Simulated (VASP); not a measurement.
Here is a VASP 6.6.1 calculation.

INCAR

```
SYSTEM = Be2ZnSe3
  PREC = Accurate
  ENCUT = 520
  EDIFF = 1E-6
  ISMEAR = 0
  SIGMA = 0.1
  LREAL = .FALSE.
  LASPH = .TRUE.
  NELM = 100
  ALGO = Normal
  ISIF = 2
  LWAVE = .FALSE.
  LCHARG = .FALSE.
  GGA = PE
  NBANDS = 26
```

The input KPOINTS:

```
regular mesh
0
G
  6 6 4
  0 0 0
```

Contents of POSCAR:

```
Be2ZnSe3
1.0
    4.2927489700      0.0000000000      0.0000000000
   -2.1463744900      3.7176296600      0.0000000000
    0.0000000000      0.0000000000      5.3787517500
Be Zn Se
2 1 3
Direct
    0.0000000000      0.0000000000      0.2171988000
    0.0000000000      0.0000000000      0.7828012000
    0.0000000000      0.0000000000      0.5000000000
    0.5000000000      0.0000000000      0.0000000000
    0.0000000000      0.5000000000      0.0000000000
    0.5000000000      0.5000000000      0.0000000000
```

Potentials or basis: VASP PAW PBE potentials, release 64 (Be, Zn, Se).

The run is started by

```sh
$ cat potpaw_PBE.64/Be/POTCAR potpaw_PBE.64/Zn/POTCAR potpaw_PBE.64/Se/POTCAR > POTCAR
$ mpirun -np 1 vasp_std > vasp.out
```

Question: Estimate the band gap on the k mesh.

Answer: Zero (bands 17 and 18 overlap by 2.53 eV).

Question: Estimate the pressure.

Answer: 97.7 GPa.

Forces on the atoms (eV/Å):
```
Be    0.000   0.000 -15.130
Be    0.000   0.000  15.130
Zn    0.000   0.000   0.000
Se    0.000   0.000   0.000
Se    0.000   0.000   0.000
Se    0.000   0.000   0.000
```

Caveat: atoms lie so close that the PAW spheres overlap strongly, which falsifies energies and pressures; the cell stands under pressure; forces of over 1 eV/Å act on the atoms, so gaps and moduli don't describe the material at rest.
